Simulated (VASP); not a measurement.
A run of VASP 6.6.1:

INCAR

```
  ALGO = Normal
  EDIFF = 1E-6
  EDIFFG = -0.025
  ENCUT = 600
  GGA = PE
  IBRION = 2
  ISIF = 3
  ISMEAR = 0
  LASPH = T
  LCHARG = F
  LREAL = F
  LWAVE = F
  NELM = 80
  NSW = 80
  PREC = Accurate
  SIGMA = 0.2
```

The input KPOINTS:

```
k-points
0
Gamma
  8 6 4
```

Contents of POSCAR:

```
SiC2
1.0
    2.5963244837     -0.0233022295      0.0444671351
   -0.0403606455      4.4155458804     -0.0061439573
    0.1572141141     -0.0125412246      9.2369005405
Si C
4 8
Direct
    1.0008226710      0.3536796128      0.7516802739
    0.5001117612      0.8376395458      0.7460812857
    0.4781850007      0.1783891354      0.2515377696
   -0.0089923994      0.6625322342      0.2613146354
    1.0158584551      0.3259448773      0.9814872035
    0.5113704731      0.8290273480      0.9662437123
    1.0200285609      0.3261136541      0.5184539865
    0.4896131425      0.8504518937      0.5270201299
    0.5089132058      0.1527899732      0.4754143951
   -0.0180298407      0.6736729820      0.4826263910
    0.5265004313      0.1634699949      0.0168913427
   -0.0243814616      0.6462887486      0.0212488744
```

Potentials or basis: VASP PAW PBE potentials, release 64 (Si, C).

Command:

```bash
$ cat potpaw_PBE.64/Si/POTCAR potpaw_PBE.64/C/POTCAR > POTCAR
$ mpirun -np 1 vasp_std > vasp.out
```

Hardware: 1 thread of Intel(R) Xeon(R) 6975P-C (Granite Rapids) (shared host).

Question: Estimate the wall time of this run.

Answer: Wall time 35 min on 1 thread of Intel(R) Xeon(R) 6975P-C (Granite Rapids) (shared host), peak memory 0.46 GiB. Counts: scf iterations 129, k points 100, ion steps 23.
